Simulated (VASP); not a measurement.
# PbSe in VASP: further runs

Runs on PbSe. Level: PBE. Tasks: single point.

Everything below comes from runs of VASP 6.6.1. Logs are shortened: lines on timing, memory, paths and dates and some standing lists are left out, and cuts for length are marked.

**1. The cell of the first run**

Symmetry: I4/mmm, No. 139, tetragonal system. The conventional cell has a = 4.368 Å, b = 4.368 Å, c = 6.208 Å, α = 90.00°, β = 90.00°, γ = 90.00°. Pb (site symmetry 4/mmm) has 6 Se at 3.09 to 3.10 Å within 4.1 Å. Within 4.1 Å of Se (site symmetry 4/mmm) lie 6 Pb at 3.09 to 3.10 Å.

**2. Single point, PBE (uniaxial z strain +0.5%)**

INCAR reads:

```
SYSTEM = PbSe
PREC = Accurate
ENCUT = 500
EDIFF = 1E-6
ISMEAR = -1
SIGMA = 0.02
LREAL = .FALSE.
LASPH = .TRUE.
NELM = 120
ALGO = Normal
ISIF = 2
LWAVE = .FALSE.
LCHARG = .TRUE.
GGA = PE
LELF = .TRUE.
LVHAR = .TRUE.
NBANDS = 17
GGA_COMPAT = .FALSE.
```

KPOINTS reads:

```
regular mesh
0
G
  8 8 8
  0 0 0
```

POSCAR reads:

```
PbSe
1.0
    0.0000000000      3.0887022191      3.1041457302
    3.0887022191      0.0000000000      3.1041457302
    3.0887022191      3.0887022191      0.0000000000
Pb Se
1 1
Direct
    0.0000000000      0.0000000000      0.0000000000
    0.5000000000      0.5000000000      0.5000000000
```

Potentials or basis: VASP PAW PBE potentials, release 64 (Pb_d, Se).

Run with:

```console
$ cat potpaw_PBE.64/Pb_d/POTCAR potpaw_PBE.64/Se/POTCAR > POTCAR
$ mpirun -np 1 vasp_std > vasp.out
```

OUTCAR:

```text
SYSTEM = PbSe
   PREC = Accurate
   ENCUT = 500
   EDIFF = 1E-6
   ISMEAR = -1
   LREAL = .FALSE.
   LASPH = .TRUE.
   NELM = 120
   ISIF = 2
   GGA = PE

 ion  position               nearest neighbor table
   1  0.000  0.000  0.000-   2 3.09   2 3.09   2 3.09   2 3.09   2 3.10   2 3.10
   2  0.500  0.500  0.500-   1 3.09   1 3.09   1 3.09   1 3.09   1 3.10   1 3.10

  LATTYP: Found a body centered tetragonal cell.
 ALAT       =     4.3680845684
 C/A-ratio  =     1.4212846302

  Lattice vectors:

 A1 = (  -3.0887022191,   0.0000000000,   3.1041457302)
 A2 = (   3.0887022191,   0.0000000000,   3.1041457302)
 A3 = (   0.0000000000,   3.0887022191,  -3.1041457302)

Analysis of symmetry for initial positions (statically):
=====================================================================
 Subroutine PRICEL returns:
 Original cell was already a primitive cell.

 Routine SETGRP: Setting up the symmetry group for a
 body centered tetragonal supercell.

 Subroutine GETGRP returns: Found 16 space group operations
 (whereof 16 operations were pure point group operations)
 out of a pool of 16 trial point group operations.

The static configuration has the point symmetry D_4h.

Analysis of symmetry for dynamics (positions and initial velocities):
=====================================================================
 Subroutine PRICEL returns:
 Original cell was already a primitive cell.

 Routine SETGRP: Setting up the symmetry group for a
 body centered tetragonal supercell.

 Subroutine GETGRP returns: Found 16 space group operations
 (whereof 16 operations were pure point group operations)
 out of a pool of 16 trial point group operations.

The dynamic configuration has the point symmetry D_4h.

 Subroutine INISYM returns: Found 16 space group operations
 (whereof 16 operations are pure point group operations),
 and found     1 'primitive' translations

----------------------------------------------------------------------------------------

                                     Primitive cell

  volume of cell :      59.2276

  direct lattice vectors                    reciprocal lattice vectors
     0.000000000  3.088702219  3.104145730    -0.161880286  0.161880286  0.161074912
     3.088702219  0.000000000  3.104145730     0.161880286 -0.161880286  0.161074912
     3.088702219  3.088702219  0.000000000     0.161880286  0.161880286 -0.161074912

  length of vectors
[... 73 lines left out ...]
   PREC   = accura    normal or accurate (medium, high low for compatibility)
   ISTART =      0    job   : 0-new  1-cont  2-samecut
   ICHARG =      2    charge: 1-file 2-atom 10-const
   ISPIN  =      1    spin polarized calculation?
   LNONCOLLINEAR =      F non collinear calculations
   LSORBIT =      F    spin-orbit coupling
   LASPH  =      T    aspherical Exc in radial PAW
   ENCUT  =  500.0 eV  36.75 Ry    6.06 a.u.   7.98  7.98  7.96*2*pi/ulx,y,z
   NELM   =    120;   NELMIN=  2; NELMDL= -5     # of ELM steps
   EDIFF  = 0.1E-05   stopping-criterion for ELM
   LREAL  =      F    real-space projection
   EDIFFG = 0.1E-04   stopping-criterion for IOM
   NSW    =      0    number of steps for IOM
   IBRION =     -1    ionic relax: 0-MD 1-quasi-New 2-CG
   NFREE  =      0    steps in history (QN), initial steepest desc. (CG)
   ISIF   =      2    stress and relaxation
   ISYM   =      2    0-nonsym 1-usesym 2-fastsym
   POTIM  = 0.5000    time-step for ionic-motion
   TEBEG  =    0.0;   TEEND  =   0.0 temperature during run
   PSTRESS=    0.0 pullay stress
   NELECT =      20.0000    total number of electrons
   NUPDOWN=      -1.0000    fix difference up-down
   EMIN   =  10.00;   EMAX   =-10.00  energy-range for DOS
   EFERMI =   0.00;   METHOD = LEGACY
   ISMEAR =    -1;   SIGMA  =   0.02  broadening in eV -4-tet -1-fermi 0-gaus
   EFERMI_NEDOS =   21; number of points for ismear=-14 and -15
   IALGO  =     38    algorithm
   IMIX   =      4    mixing-type and parameters
     AMIX     =   0.40;   BMIX     =  1.00
     AMIX_MAG =   1.60;   BMIX_MAG =  1.00
  volume/ion in A,a.u.               =      29.61       199.84
  Fermi-wavevector in a.u.,A,eV,Ry     =   1.140014  2.154314 17.682559  1.299631
  Thomas-Fermi vector in A             =   2.276716
   LORBIT       =      0    0 simple, 1 ext, 2 COOP (PROOUT), +10 PAW based schemes
   GGA     = PE    functional components
   LHFCALC =     F    Hartree Fock is set to
   AEXX    =    0.0000 exact exchange contribution
   IVDW    =     0    specifies the selected vdW correction
   LEPSILON=     F    determine dielectric tensor
   LRPA    =     F    only Hartree local field effects (RPA)
 non-spin polarized calculation
  energy-cutoff  :      500.00
  volume of cell :       59.23
 maximum number of plane-waves:      1524
   NGX = 15   NGY = 15   NGZ = 15

 number of electron      19.9999993 magnetization

 Free energy of the ion-electron system (eV)
  ---------------------------------------------------
  ext. energy  EPLUGINS =         0.00000000
  ---------------------------------------------------
  free energy    TOTEN  =        -8.19644177 eV

  energy without entropy =       -8.19644141  energy(sigma->0) =       -8.19644159

 E-fermi :   4.8474     XC(G=0):  -9.3816

 val. band max:        4.6503367315   @ k =   0.5000   0.0000   0.0000
 cond. band min:       5.0444105109   @ k =   0.5000   0.0000   0.0000
 fundamental gap:      0.3940737794
 Fermi energy:         4.8473736555

 k-point     1 :       0.0000    0.0000    0.0000
  band No.  band energies     occupation
      1     -12.1134      2.00000
      2     -12.1134      2.00000
      3     -12.1117      2.00000
      4     -12.1089      2.00000
      5     -12.1058      2.00000
      6      -8.6507      2.00000
[... 457 lines left out ...]
      4     -12.0940      2.00000
      5     -12.0852      2.00000
      6      -7.8917      2.00000
[... 9 lines left out ...]
     16      14.2859      0.00000
     17      15.8685      0.00000

 [... further k-points ...]
[... 5 lines left out ...]
  --------------------------------------------------------------------------------------
  -------------------------------------------------------------------------------------
  Total        0.3185310      0.3185310      0.1167033      0.0000000      0.0000000      0.0000000
  in kB        8.6166443      8.6166443      3.1569631      0.0000000      0.0000000      0.0000000
  external PRESSURE =       6.7967506 kB  Pullay stress =       0.0000000 kB

 VOLUME and BASIS-vectors are now :
 -----------------------------------------------------------------------------
  energy-cutoff  :      500.00
  volume of cell :       59.23
      direct lattice vectors                 reciprocal lattice vectors
     0.000000000  3.088702219  3.104145730    -0.161880286  0.161880286  0.161074912
     3.088702219  0.000000000  3.104145730     0.161880286 -0.161880286  0.161074912
     3.088702219  3.088702219  0.000000000     0.161880286  0.161880286 -0.161074912

 POSITION                                       TOTAL-FORCE (eV/Angst)
 -----------------------------------------------------------------------------------
      0.00000      0.00000      0.00000         0.000000     -0.000000     -0.000000
      3.08870      3.08870      3.10415        -0.000000      0.000000      0.000000
 -----------------------------------------------------------------------------------
    total drift:                                0.000000     -0.000000     -0.000000

  FREE ENERGIE OF THE ION-ELECTRON SYSTEM (eV)
  ---------------------------------------------------
  free  energy   TOTEN  =        -8.1964417655 eV

  energy  without entropy=       -8.1964414084  energy(sigma->0) =       -8.19644159
```

OSZICAR:

```text
N       E                     dE             d eps       ncg     rms          rms(c)
DAV:   1     0.154542198362E+03    0.15454E+03   -0.93643E+03  2006   0.115E+03
DAV:   2     0.304247170071E+01   -0.15150E+03   -0.14650E+03  2112   0.301E+02
DAV:   3    -0.823850239472E+01   -0.11281E+02   -0.11208E+02  2605   0.886E+01
DAV:   4    -0.849833077405E+01   -0.25983E+00   -0.25965E+00  2497   0.151E+01
DAV:   5    -0.850735890956E+01   -0.90281E-02   -0.90276E-02  2844   0.273E+00    0.273E+00
DAV:   6    -0.819754656416E+01    0.30981E+00   -0.78126E-01  3071   0.583E+00    0.150E+00
DAV:   7    -0.819324028214E+01    0.43063E-02   -0.12392E-01  2390   0.166E+00    0.844E-01
DAV:   8    -0.819689200246E+01   -0.36517E-02   -0.14125E-02  2469   0.126E+00    0.185E-01
DAV:   9    -0.819635020023E+01    0.54180E-03   -0.29858E-03  3100   0.510E-01    0.565E-02
DAV:  10    -0.819643436442E+01   -0.84164E-04   -0.23146E-04  2338   0.879E-02    0.200E-02
DAV:  11    -0.819644176487E+01   -0.74005E-05   -0.56518E-05  2651   0.765E-02    0.850E-03
DAV:  12    -0.819644176552E+01   -0.64870E-09   -0.30328E-06  2469   0.115E-02
   1 F= -.81964418E+01 E0= -.81964416E+01  d E =-.357076E-06
```

stdout:

```text
POSCAR found type information on POSCAR PbSe
 POSCAR found :  2 types and       2 ions
 scaLAPACK will be used
 LDA part: xc-table for (Slater+PW92), standard interpolation
 POSCAR, INCAR and KPOINTS ok, starting setup
 FFT: planning ... GRIDC
 FFT: planning ... GRID_SOFT
 FFT: planning ... GRID
 WAVECAR not read
 entering main loop
```

Wall time 40 s (1 thread of Intel Xeon 8259CL, shared host); peak memory 0.21 GiB.

Results:

```
Free energy            : -8.1964 eV
Pressure               : 0.7 GPa
Band gap on the k mesh : 0.39 eV, direct
```

Stress tensor (GPa, compression positive):
```
0.86 0.00 0.00
0.00 0.86 0.00
0.00 0.00 0.32
```

Levels at points of the mesh, in eV from the valence-band top:
```csv
k point,band 6,band 7,band 8,band 9,band 10,band 11,band 12,band 13,band 14,band 15
"(0.00, 0.00, 0.00)",-13.30,-6.33,-1.72,-1.72,-1.68,4.59,4.70,4.70,6.59,6.62
"(0.50, 0.00, 0.00)",-12.31,-8.60,-1.33,-1.32,0.00,0.39,1.78,1.80,8.53,10.12
"(0.50, 0.50, 0.00)",-12.00,-7.29,-4.69,-3.00,-3.00,3.87,5.53,5.53,5.89,11.25
"(0.50, 0.00, 0.50)",-11.98,-7.31,-4.70,-3.04,-2.99,3.85,5.45,5.56,5.95,11.22
```

Caveat: the cell differs from its parent crystal (uniaxial z strain +0.5%); spin-orbit coupling is left out, which moves the levels of the heavy elements.

**3. Single point, PBE (shear xy strain +5.0%)**

INCAR reads:

```
ALGO = Normal
EDIFF = 1E-6
ENCUT = 500
GGA = PE
GGA_COMPAT = False
ISIF = 2
ISMEAR = -1
LASPH = True
LCHARG = False
LREAL = False
LWAVE = False
NBANDS = 17
NELM = 120
PREC = Accurate
SIGMA = 0.02
```

KPOINTS reads:

```
k-points
0
Gamma
  8 8 8
```

POSCAR reads:

```
PbSe
1.0
    0.0772175555      3.0887022191      3.0887022191
    3.0887022191      0.0772175555      3.0887022191
    3.1659197746      3.1659197746      0.0000000000
Pb Se
1 1
Direct
    0.0000000000      0.0000000000      0.0000000000
    0.5000000000      0.5000000000      0.5000000000
```

Potentials or basis: VASP PAW PBE potentials, release 64 (Pb_d, Se).

Run with:

```console
$ cat potpaw_PBE.64/Pb_d/POTCAR potpaw_PBE.64/Se/POTCAR > POTCAR
$ mpirun -np 1 vasp_std > vasp.out
```

OUTCAR:

```text
EDIFF = 1E-6
   ENCUT = 500
   GGA = PE
   ISIF = 2
   ISMEAR = -1
   LASPH = True
   LREAL = False
   NELM = 120
   PREC = Accurate

 ion  position               nearest neighbor table
   1  0.000  0.000  0.000-   2 3.09   2 3.09   2 3.09   2 3.09   2 3.09   2 3.09
   2  0.500  0.500  0.500-   1 3.09   1 3.09   1 3.09   1 3.09   1 3.09   1 3.09

  LATTYP: Found a body centered orthorhombic cell.
 ALAT       =     4.2588824541
 B/A-ratio  =     1.0512820513
 C/A-ratio  =     1.4504754486

  Lattice vectors:

 A1 = (   3.0887022191,   0.0772175555,  -3.0887022191)
[... 648 lines left out ...]
      4     -12.0442      2.00000
      5     -12.0412      2.00000
      6      -8.2172      2.00000
[... 9 lines left out ...]
     16      13.2433      0.00000
     17      15.1364      0.00000

 [... further k-points ...]
[... 5 lines left out ...]
  --------------------------------------------------------------------------------------
  -------------------------------------------------------------------------------------
  Total        0.3474886      0.3474886      0.3262155     -0.3155713      0.0000000      0.0000000
  in kB        9.4528885      9.4528885      8.8741862     -8.5846293      0.0000000      0.0000000
  external PRESSURE =       9.2599877 kB  Pullay stress =       0.0000000 kB

 VOLUME and BASIS-vectors are now :
 -----------------------------------------------------------------------------
  energy-cutoff  :      500.00
  volume of cell :       58.90
      direct lattice vectors                 reciprocal lattice vectors
     0.077217556  3.088702219  3.088702219    -0.166031063  0.166031063  0.161880286
     3.088702219  0.077217556  3.088702219     0.166031063 -0.166031063  0.161880286
     3.165919775  3.165919775  0.000000000     0.157931987  0.157931987 -0.161880286

 POSITION                                       TOTAL-FORCE (eV/Angst)
 -----------------------------------------------------------------------------------
      0.00000      0.00000      0.00000        -0.000000     -0.000000      0.000000
      3.16592      3.16592      3.08870         0.000000      0.000000      0.000000
 -----------------------------------------------------------------------------------
    total drift:                                0.000000     -0.000000     -0.000000

  FREE ENERGIE OF THE ION-ELECTRON SYSTEM (eV)
  ---------------------------------------------------
  free  energy   TOTEN  =        -8.1871051463 eV

  energy  without entropy=       -8.1870676600  energy(sigma->0) =       -8.18708640
```

stdout:

```text
POSCAR found type information on POSCAR PbSe
 POSCAR found :  2 types and       2 ions
 scaLAPACK will be used
 LDA part: xc-table for (Slater+PW92), standard interpolation
 POSCAR, INCAR and KPOINTS ok, starting setup
 FFT: planning ... GRIDC
 FFT: planning ... GRID_SOFT
 FFT: planning ... GRID
 WAVECAR not read
 entering main loop
```

Wall time 90 s (1 thread of Intel Xeon 8259CL, shared host); peak memory 0.24 GiB.

Results:

```
Free energy            : -8.1871 eV
Pressure               : 0.9 GPa
Band gap on the k mesh : 0.15 eV, indirect (least direct gap 0.35 eV)
```

Caveat: the cell differs from its parent crystal (shear xy strain +5.0%); spin-orbit coupling is left out, which moves the levels of the heavy elements. A k mesh can miss the band edges.
